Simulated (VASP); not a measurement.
The system is LiCl.

```
Cl Li
1.0
     0.00000    2.56477    2.56477
     2.56477    0.00000    2.56477
     2.56477    2.56477    0.00000
Cl Li
1 1
Direct
  0.50000 0.50000 0.50000
  0.00000 0.00000 0.00000
```

```yaml
Program: VASP 6.6.1
Task: relaxation of cell and atoms
Functional: RPBE
Dispersion: D3(BJ)
Potentials_or_basis: VASP PAW PBE potentials, release 64 (Cl, Li_sv)
Cutoff: 600 eV
k_mesh: 9 × 9 × 9
Occupations: fermi-dirac, width 0.05 eV
Spin: no spin polarisation
```

At the start: pressure -7.8 GPa; volume 16.87 Å³/atom.

**Question.** Where does the relaxation end?

**Answer.** Over 5 steps the energy falls by 104.0 meV/atom and the volume is 13.42 Å³/atom (-20.5 %); space group Fm-3m (No. 225, to 0.05 Å).

Step by step:
```tsv
step	energy change (eV)	largest force (eV/Å)	pressure (GPa)	volume (Å³)
1	0.0000	0.0000	-7.82	33.74
2	-0.1568	0.0000	-4.80	29.88
3	-0.2066	0.0000	-0.92	27.24
4	-0.2079	0.0000	0.16	26.70
5	-0.2079	0.0000	-0.11	26.83
```

Final structure:
```
Cl Li
1.0
     0.00000    2.37610    2.37610
     2.37610    0.00000    2.37610
     2.37610    2.37610    0.00000
Cl Li
1 1
Direct
  0.50000 0.50000 0.50000
  0.00000 0.00000 0.00000
```

Caveat: the cutoff is under 1.25 times the usual one of these potentials, so pressure, stress and relaxed cells hold a basis-set (Pulay) error; the volume moved by over 15 % at a fixed basis, so the end points are rough; the PAW data sets were made with another functional, which shifts forces and pressure a little; the volume moved by -20 % from the deposited cell, more than functionals usually miss.
